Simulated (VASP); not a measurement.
# Sn3Ge2 (R-3m) in VASP: single point with PBE

Aim: the single point of Sn3Ge2 with PBE.

All numbers are computed with VASP 6.6.1; they aren't measurements. Logs are shortened: lines on timing, memory, paths and dates and some standing lists are left out, and cuts for length are marked.

**1. The cell of the first run**

Symmetry: R-3m, No. 166, trigonal system. The conventional cell has a = 3.427 Å, b = 3.427 Å, c = 37.035 Å, α = 90.00°, β = 90.00°, γ = 120.00°. Within 4.0 Å of Sn (site symmetry 3m) lie 3 Ge at 3.01 Å and 9 Sn at 3.43 to 3.60 Å. Sn (site symmetry -3m) has 6 Ge at 3.11 Å and 6 Sn at 3.43 Å within 4.1 Å. Within 4.0 Å of Ge (site symmetry 3m) lie 6 Sn at 3.01 to 3.11 Å and 6 Ge at 3.43 Å.

**2. Single point, PBE**

The input, INCAR:

```
PREC = Accurate ; ENCUT = 520
EDIFF = 1E-6 ; ISMEAR = 0
SIGMA = 0.1 ; LREAL = F
LASPH = T ; NELM = 80
ALGO = Fast ; ISIF = 2
LWAVE = F ; LCHARG = F
GGA = PE ; NBANDS = 43
```

The input, KPOINTS:

```
Automatic mesh
0
Gamma
  6 6 6
```

The input, POSCAR:

```
Sn3Ge2
1.0
    1.7136700238      0.9893878496     12.3449413573
   -1.7136700238      0.9893878496     12.3449413573
    0.0000000000     -1.9787756991     12.3449413573
Sn Ge
3 2
Direct
    0.2072681143      0.2072681143      0.2072681143
    0.7927318857      0.7927318857      0.7927318857
    0.0000000000      0.0000000000      0.0000000000
    0.3981915228      0.3981915228      0.3981915228
    0.6018084772      0.6018084772      0.6018084772
```

Potentials or basis: VASP PAW PBE potentials, release 64 (Sn_d, Ge_d).

Launch:

```bash
$ cat potpaw_PBE.64/Sn_d/POTCAR potpaw_PBE.64/Ge_d/POTCAR > POTCAR
$ mpirun -np 1 vasp_std > vasp.out
```

OUTCAR:

```text
PREC = Accurate
   ENCUT = 520
   EDIFF = 1E-6
   ISMEAR = 0
   LREAL = F
   LASPH = T
   NELM = 80
   ISIF = 2
   GGA = PE

 ion  position               nearest neighbor table
   1  0.207  0.207  0.207-   5 3.01   5 3.01   5 3.01   2 3.60   2 3.60   2 3.60
   2  0.793  0.793  0.793-   4 3.01   4 3.01   4 3.01   1 3.60   1 3.60   1 3.60
   3  0.000  0.000  0.000-   5 3.11   5 3.11   4 3.11   4 3.11   5 3.11   4 3.11
   4  0.398  0.398  0.398-   2 3.01   2 3.01   2 3.01   3 3.11   3 3.11   3 3.11
   5  0.602  0.602  0.602-   1 3.01   1 3.01   1 3.01   3 3.11   3 3.11   3 3.11

  LATTYP: Found a trigonal (rhomboedric) cell.
 ALAT       =    12.5025249603
 COS(alpha) =     0.9624258699

  Lattice vectors:

 A1 = (   1.7136700238,   0.9893878496,  12.3449413573)
 A2 = (  -1.7136700238,   0.9893878496,  12.3449413573)
 A3 = (   0.0000000000,  -1.9787756991,  12.3449413573)

Analysis of symmetry for initial positions (statically):
=====================================================================
 Subroutine PRICEL returns:
 Original cell was already a primitive cell.

 Routine SETGRP: Setting up the symmetry group for a
 trigonal (rhombohedral) supercell.

 Subroutine GETGRP returns: Found 12 space group operations
 (whereof 12 operations were pure point group operations)
 out of a pool of 12 trial point group operations.

The static configuration has the point symmetry D_3d.

Analysis of symmetry for dynamics (positions and initial velocities):
=====================================================================
 Subroutine PRICEL returns:
 Original cell was already a primitive cell.

 Routine SETGRP: Setting up the symmetry group for a
 trigonal (rhombohedral) supercell.

 Subroutine GETGRP returns: Found 12 space group operations
 (whereof 12 operations were pure point group operations)
 out of a pool of 12 trial point group operations.

The dynamic configuration has the point symmetry D_3d.

 Subroutine INISYM returns: Found 12 space group operations
 (whereof 12 operations are pure point group operations),
 and found     1 'primitive' translations

----------------------------------------------------------------------------------------

                                     Primitive cell

  volume of cell :     125.5839

  direct lattice vectors                    reciprocal lattice vectors
     1.713670024  0.989387850 12.344941357     0.291771457  0.168454329  0.027001613
    -1.713670024  0.989387850 12.344941357    -0.291771457  0.168454329  0.027001613
     0.000000000 -1.978775699 12.344941357     0.000000000 -0.336908659  0.027001613

  length of vectors
    12.502524960 12.502524960 12.502524960     0.337988952  0.337988952  0.337988952

  position of ions in fractional coordinates (direct lattice)
     0.207268114  0.207268114  0.207268114
     0.792731886  0.792731886  0.792731886
     0.000000000  0.000000000  0.000000000
     0.398191523  0.398191523  0.398191523
     0.601808477  0.601808477  0.601808477

  ion indices of the primitive-cell ions
   primitive index   ion index
                 1           1
                 2           2
                 3           3
                 4           4
                 5           5

----------------------------------------------------------------------------------------

 KPOINTS: Automatic mesh

Automatic generation of k-mesh.
 Grid dimensions read from file:
 generate k-points for:    6    6    6

 Generating k-lattice:

  Cartesian coordinates                     Fractional coordinates (reciprocal lattice)
     0.048628576  0.028075722  0.004500269     0.166666667 -0.000000000 -0.000000000
    -0.048628576  0.028075722  0.004500269    -0.000000000  0.166666667 -0.000000000
     0.000000000 -0.056151443  0.004500269     0.000000000  0.000000000  0.166666667

  Length of vectors
     0.056331492  0.056331492  0.056331492

  Shift w.r.t. Gamma in fractional coordinates (k-lattice)
     0.000000000  0.000000000  0.000000000

 Subroutine IBZKPT returns following result:
 ===========================================

 Found     32 irreducible k-points:

 Following reciprocal coordinates:
            Coordinates               Weight
  0.000000  0.000000  0.000000      1.000000
  0.166667  0.000000 -0.000000      6.000000
  0.333333  0.000000  0.000000      6.000000
  0.500000  0.000000  0.000000      3.000000
  0.166667  0.166667 -0.000000      6.000000
  0.333333  0.166667  0.000000     12.000000
[... 16 lines left out ...]
  0.500000  0.500000  0.166667      6.000000
 -0.333333  0.500000  0.166667     12.000000
 [... further k-points ...]
   k-points           NKPTS =     32   k-points in BZ     NKDIM =     32   number of bands    NBANDS=     43
   number of dos      NEDOS =    301   number of ions     NIONS =      5
   total plane-waves  NPLWV = 884736
   dimension x,y,z NGX =    96 NGY =   96 NGZ =   96
   dimension x,y,z NGXF=   192 NGYF=  192 NGZF=  192
   ions per type =               3   2
   NGX,Y,Z   is equivalent  to a cutoff of  12.77, 12.77, 12.77 a.u.
   NGXF,Y,Z  is equivalent  to a cutoff of  25.53, 25.53, 25.53 a.u.
 SYSTEM =  unknown system
   PREC   = accura    normal or accurate (medium, high low for compatibility)
   ISTART =      0    job   : 0-new  1-cont  2-samecut
   ICHARG =      2    charge: 1-file 2-atom 10-const
   ISPIN  =      1    spin polarized calculation?
   LNONCOLLINEAR =      F non collinear calculations
   LSORBIT =      F    spin-orbit coupling
   LASPH  =      T    aspherical Exc in radial PAW
   ENCUT  =  520.0 eV  38.22 Ry    6.18 a.u.  23.25 23.25 23.25*2*pi/ulx,y,z
   NELM   =     80;   NELMIN=  2; NELMDL= -5     # of ELM steps
   EDIFF  = 0.1E-05   stopping-criterion for ELM
   LREAL  =      F    real-space projection
   EDIFFG = 0.1E-04   stopping-criterion for IOM
   NSW    =      0    number of steps for IOM
   IBRION =     -1    ionic relax: 0-MD 1-quasi-New 2-CG
   NFREE  =      0    steps in history (QN), initial steepest desc. (CG)
   ISIF   =      2    stress and relaxation
   ISYM   =      2    0-nonsym 1-usesym 2-fastsym
   POTIM  = 0.5000    time-step for ionic-motion
   TEBEG  =    0.0;   TEEND  =   0.0 temperature during run
   PSTRESS=    0.0 pullay stress
   NELECT =      70.0000    total number of electrons
   NUPDOWN=      -1.0000    fix difference up-down
   EMIN   =  10.00;   EMAX   =-10.00  energy-range for DOS
   EFERMI =   0.00;   METHOD = LEGACY
   ISMEAR =     0;   SIGMA  =   0.10  broadening in eV -4-tet -1-fermi 0-gaus
   EFERMI_NEDOS =   21; number of points for ismear=-14 and -15
   IALGO  =     68    algorithm
   IMIX   =      4    mixing-type and parameters
     AMIX     =   0.40;   BMIX     =  1.00
     AMIX_MAG =   1.60;   BMIX_MAG =  1.00
  volume/ion in A,a.u.               =      25.12       169.50
  Fermi-wavevector in a.u.,A,eV,Ry     =   1.347295  2.546019 24.697362  1.815205
  Thomas-Fermi vector in A             =   2.475058
   LORBIT       =      0    0 simple, 1 ext, 2 COOP (PROOUT), +10 PAW based schemes
   GGA     = PE    functional components
   LHFCALC =     F    Hartree Fock is set to
   AEXX    =    0.0000 exact exchange contribution
   IVDW    =     0    specifies the selected vdW correction
   LEPSILON=     F    determine dielectric tensor
   LRPA    =     F    only Hartree local field effects (RPA)
 non-spin polarized calculation
 RMM-DIIS sequential band-by-band and
 Gauss-broadening in eV      SIGMA  =   0.10
  energy-cutoff  :      520.00
  volume of cell :      125.58
 maximum number of plane-waves:      3415
 NGX is ok and might be reduce to    96
   NGX = 47   NGY = 47   NGZ = 47

 number of electron      69.9999998 magnetization

 Free energy of the ion-electron system (eV)
  ---------------------------------------------------
  ext. energy  EPLUGINS =         0.00000000
  ---------------------------------------------------
  free energy    TOTEN  =       -19.54365834 eV

  energy without entropy =      -19.53195736  energy(sigma->0) =      -19.53780785

 E-fermi :   7.0694     XC(G=0): -10.3989

 val. band max:        7.0432781543   @ k =  -0.1667   0.1667   0.0000
 cond. band min:       7.0743212922   @ k =   0.3333   0.1667   0.0000
 fundamental gap:      0.0310431379
 Fermi energy:         7.0694094547

 k-point     1 :       0.0000    0.0000    0.0000
  band No.  band energies     occupation
      1     -17.6380      2.00000
      2     -17.6380      2.00000
      3     -17.6377      2.00000
      4     -17.6377      2.00000
      5     -17.6335      2.00000
      6     -17.6331      2.00000
[... 35 lines left out ...]
     42      13.2272      0.00000
     43      14.2827      0.00000

 k-point     2 :       0.1667    0.0000   -0.0000
  band No.  band energies     occupation
      1     -17.6394      2.00000
      2     -17.6392      2.00000
      3     -17.6326      2.00000
      4     -17.6321      2.00000
      5     -17.6298      2.00000
      6     -17.6294      2.00000
[... 35 lines left out ...]
     42      12.5326      0.00000
     43      12.9811      0.00000

 k-point     3 :       0.3333    0.0000    0.0000
  band No.  band energies     occupation
      1     -17.6435      2.00000
      2     -17.6432      2.00000
      3     -17.6332      2.00000
      4     -17.6328      2.00000
      5     -17.6284      2.00000
      6     -17.6277      2.00000
[... 35 lines left out ...]
     42      11.5307      0.00000
     43      11.9090      0.00000

 k-point     4 :       0.5000    0.0000    0.0000
  band No.  band energies     occupation
      1     -17.6458      2.00000
      2     -17.6452      2.00000
      3     -17.6361      2.00000
      4     -17.6356      2.00000
      5     -17.6288      2.00000
      6     -17.6281      2.00000
[... 863 lines left out ...]
     42       9.7033      0.00000
     43      10.3002      0.00000

 k-point    23 :       0.5000    0.5000    0.1667
  band No.  band energies     occupation
      1     -17.6435      2.00000
      2     -17.6432      2.00000
      3     -17.6332      2.00000
      4     -17.6328      2.00000
      5     -17.6284      2.00000
      6     -17.6277      2.00000
[... 35 lines left out ...]
     42      10.8262      0.00000
     43      12.4576      0.00000

 k-point    24 :      -0.3333    0.5000    0.1667
  band No.  band energies     occupation
      1     -17.6403      2.00000
      2     -17.6397      2.00000
      3     -17.6331      2.00000
      4     -17.6329      2.00000
      5     -17.6304      2.00000
      6     -17.6301      2.00000
[... 35 lines left out ...]
     42      10.4587      0.00000
     43      10.9938      0.00000

 [... further k-points ...]
[... 5 lines left out ...]
  --------------------------------------------------------------------------------------
  -------------------------------------------------------------------------------------
  Total       -0.0955284     -0.0955284     -0.2103056      0.0000000     -0.0000000      0.0000000
  in kB       -1.2187342     -1.2187342     -2.6830410      0.0000000     -0.0000000      0.0000000
  external PRESSURE =      -1.7068365 kB  Pullay stress =       0.0000000 kB

 VOLUME and BASIS-vectors are now :
 -----------------------------------------------------------------------------
  energy-cutoff  :      520.00
  volume of cell :      125.58
      direct lattice vectors                 reciprocal lattice vectors
     1.713670024  0.989387850 12.344941357     0.291771457  0.168454329  0.027001613
    -1.713670024  0.989387850 12.344941357    -0.291771457  0.168454329  0.027001613
     0.000000000 -1.978775699 12.344941357     0.000000000 -0.336908659  0.027001613

 POSITION                                       TOTAL-FORCE (eV/Angst)
 -----------------------------------------------------------------------------------
      0.00000      0.00000      7.67614         0.000000     -0.000000     -0.040998
      0.00000      0.00000     29.35869         0.000000      0.000000      0.040998
      0.00000      0.00000      0.00000         0.000000     -0.000000      0.000000
      0.00000      0.00000     14.74695         0.000000      0.000000      0.013822
      0.00000      0.00000     22.28787         0.000000     -0.000000     -0.013822
 -----------------------------------------------------------------------------------
    total drift:                               -0.000000      0.000000      0.000000

  FREE ENERGIE OF THE ION-ELECTRON SYSTEM (eV)
  ---------------------------------------------------
  free  energy   TOTEN  =       -19.5436583435 eV

  energy  without entropy=      -19.5319573625  energy(sigma->0) =      -19.53780785
```

Run time: 42 min. Hardware: 1 thread of Intel Xeon 6975P-C (Granite Rapids), shared host; peak memory 1.6 GiB.

Results:

- Free energy: -19.5437 eV
- Pressure: -0.2 GPa
- Largest force: 0.041 eV/Å
- Band gap on the k mesh: zero (bands 35 and 36 overlap by 5.86 eV)

Forces on the atoms (eV/Å):
```
Sn   0.000  0.000 -0.041
Sn   0.000  0.000  0.041
Sn   0.000  0.000  0.000
Ge   0.000  0.000  0.014
Ge   0.000  0.000 -0.014
```

Stress tensor (GPa, compression positive):
```
-0.12  0.00  0.00
 0.00 -0.12  0.00
 0.00  0.00 -0.27
```

Levels at points of the mesh, in eV from the Fermi level:
```tsv
k point	band 32	band 33	band 34	band 35	band 36	band 37	band 38	band 39
(0.00, 0.00, 0.00)	-1.87	3.87	3.87	4.02	4.02	4.21	4.85	6.01
(0.50, 0.00, 0.00)	-3.08	-2.66	-2.31	-2.07	1.04	1.39	1.53	1.98
(0.50, 0.50, 0.00)	-4.02	-3.42	-1.44	-0.72	0.26	0.60	0.94	1.62
(0.50, 0.50, 0.50)	0.76	1.44	3.86	3.86	4.04	4.04	5.76	5.77
```

Caveat: spin-orbit coupling is left out, which moves the levels of the heavy elements.

The gap in the log of VASP goes by the Fermi energy; the results here count the filled bands.